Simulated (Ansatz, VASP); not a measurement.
**Two plane-wave programs on Hf5F**

INCAR

```
SYSTEM = Hf5F
PREC = Accurate
ENCUT = 600
EDIFF = 1E-7
ISMEAR = 0
SIGMA = 0.1
LREAL = .FALSE.
LASPH = .TRUE.
NELM = 80
ALGO = Normal
ISIF = 3
LWAVE = .FALSE.
LCHARG = .FALSE.
GGA = PE
IBRION = 2
NSW = 90
EDIFFG = -0.04
```

File KPOINTS:

```
Automatic mesh
0
G
  6 6 2
  0 0 0
```

File POSCAR:

```
Hf5F
1.0
    3.0183223700      0.0000000000      0.0000000000
    0.0000000000      3.0183223700      0.0000000000
    0.0000000000      0.0000000000     12.7855163800
Hf F
5 1
Direct
    0.5000000000      0.5000000000      0.3344822800
    0.5000000000      0.5000000000      0.6655177200
    0.0000000000      0.0000000000      0.1759868000
    0.0000000000      0.0000000000      0.8240132000
    0.0000000000      0.0000000000      0.5000000000
    0.5000000000      0.5000000000      0.0000000000
```

Input for Ansatz:

```yaml
crystal:
  lattice:
    - [3.01832237, 0.0, 0.0]
    - [0.0, 3.01832237, 0.0]
    - [0.0, 0.0, 12.78551638]
  atoms:
    - { symbol: Hf, position: [0.5, 0.5, 0.33448228] }
    - { symbol: Hf, position: [0.5, 0.5, 0.66551772] }
    - { symbol: Hf, position: [0.0, 0.0, 0.1759868] }
    - { symbol: Hf, position: [0.0, 0.0, 0.8240132] }
    - { symbol: Hf, position: [0.0, 0.0, 0.5] }
    - { symbol: F, position: [0.5, 0.5, 0.0] }
basis:
  ecutwfc: 420
kpoints:
  mp_grid: { grid: [6, 6, 2] }
hamiltonian:
  xc: pbe
scf:
  occupations: { method: gaussian, width: 0.1 }
  lower_state_search: "off"
output:
  forces: true
  stress: true
  eigenvalues: true
relax:
  adjacent_minimum: "off"
  f_tol: 0.04
  max_steps: 70
  cell: { stress_tol: 0.4 }
```

Change from the starting cell: species swapped into the Hf5Pb type (P4/mmm, No. 123).

Alike in both runs: task relaxation of cell and atoms; functional PBE; k mesh 6 × 6 × 2; occupations gaussian, width 0.1 eV; no spin polarisation.

|  | VASP | Ansatz |
| --- | --- | --- |
| version | VASP 6.6.1 | Ansatz 0.2.0 |
| potentials or method | VASP PAW PBE potentials, release 64 (Hf_pv, F), cutoff 600 eV | scalar-relativistic, plane waves, PAW |
| valence electrons in the cell | 57 | 137 |

|  | VASP | Ansatz | Ansatz less VASP |
| --- | --- | --- | --- |
| gap on the k mesh at the Fermi level, each at its own relaxed structure (eV) | none | none | - |
| relaxed volume (Å³/atom) | 20.16 | 20.33 | +0.178 |
| relaxed length of the cell vector where the two differ most in proportion (Å) | 3.095 | 3.108 | +0.0124 |

A gap of «none» marks a metal or a gap that the smearing closes. VASP's potentials hold 57 valence electrons a cell and Ansatz's 137, so a difference there can come from the potentials and not from the codes.

Spin-orbit coupling is off throughout.
